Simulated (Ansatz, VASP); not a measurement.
One calculation of BeCd3S2, two programs

```
CELL_PARAMETERS angstrom
3.75261 0.00000 0.00000
0.00000 3.75261 0.00000
0.00000 0.00000 9.01597
ATOMIC_POSITIONS crystal
Be 0.50000 0.50000 0.00000
Cd 0.50000 0.00000 0.36232
Cd 0.00000 0.50000 0.63768
Cd 0.00000 0.00000 0.00000
S 0.50000 0.00000 0.66883
S 0.00000 0.50000 0.33117
```

Change from the starting cell: species swapped into the Hf2SiAs3 type (P-4m2, No. 115).

Alike in both runs: functional PBE; k mesh 6 × 6 × 2; occupations gaussian, width 0.1 eV; no spin polarisation.

Ansatz relaxed the structure, and its values are those at the end. VASP's run is a single point on that final structure, the one shown.

|  | VASP | Ansatz |
| --- | --- | --- |
| version | VASP 6.6.1 | Ansatz 0.2.0 |
| potentials or method | VASP PAW PBE potentials, release 64 (Be, Cd, S), cutoff 520 eV | scalar-relativistic, plane waves, PAW |
| valence electrons in the cell | 50 | 74 |

```csv
,VASP,Ansatz,Ansatz less VASP
gap on the k mesh at the Fermi level (eV),none,none,-
pressure (GPa),0.3,0.0,-0.29
rms of the force components (eV/Å),0.017,0.009,-0.0083
```

A gap of «none» marks a metal or a gap that the smearing closes. The functional is the same, so the differences come from potentials, cutoffs and numerics. VASP's potentials hold 50 valence electrons a cell and Ansatz's 74, so a difference there can come from the potentials and not from the codes.
